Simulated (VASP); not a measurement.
A run of VASP 6.6.1:

POSCAR

```
MgS
1.0
    0.0000000000      2.5752381814      2.5752381814
    2.5752381814      0.0000000000      2.5752381814
    2.5752381814      2.5752381814      0.0000000000
Mg S
1 1
Direct
    0.0000000000      0.0000000000      0.0000000000
    0.5000000000      0.5000000000      0.5000000000
```

File INCAR.step1:

```
PREC = Accurate
ENCUT = 520
ISMEAR = 0
SIGMA = 0.01
LREAL = F
LASPH = T
NELM = 100
NBANDS = 11
GGA = PE
ALGO = Normal
EDIFF = 1E-4
LWAVE = T
LCHARG = F
```

Contents of INCAR.step2:

```
PREC = Accurate
ENCUT = 520
EDIFF = 1E-6
ISMEAR = 0
SIGMA = 0.01
LREAL = F
LASPH = T
NELM = 100
ALGO = Normal
ISIF = 2
LWAVE = F
LCHARG = T
METAGGA = R2SCAN
LMIXTAU = T
LELF = T
LVHAR = T
NBANDS = 11
ISTART = 1
```

Contents of KPOINTS:

```
regular mesh
0
Gamma
  8 8 8
```

Potentials or basis: VASP PAW PBE potentials, release 64 (Mg, S).

Command:

```bash
$ cat potpaw_PBE.64/Mg/POTCAR potpaw_PBE.64/S/POTCAR > POTCAR
$ cp INCAR.step1 INCAR
$ mpirun -np 1 vasp_std > vasp.out
$ cp INCAR.step2 INCAR
$ mpirun -np 1 vasp_std > vasp.out
```

Hardware: 1 thread of AMD EPYC 7R13 (shared host).

Problem. How long does it take, and how much memory?

Solution. Run time: 2.6 min on 1 thread of AMD EPYC 7R13, with other jobs on the host, peak memory 0.14 GiB. Counts: k points 29.
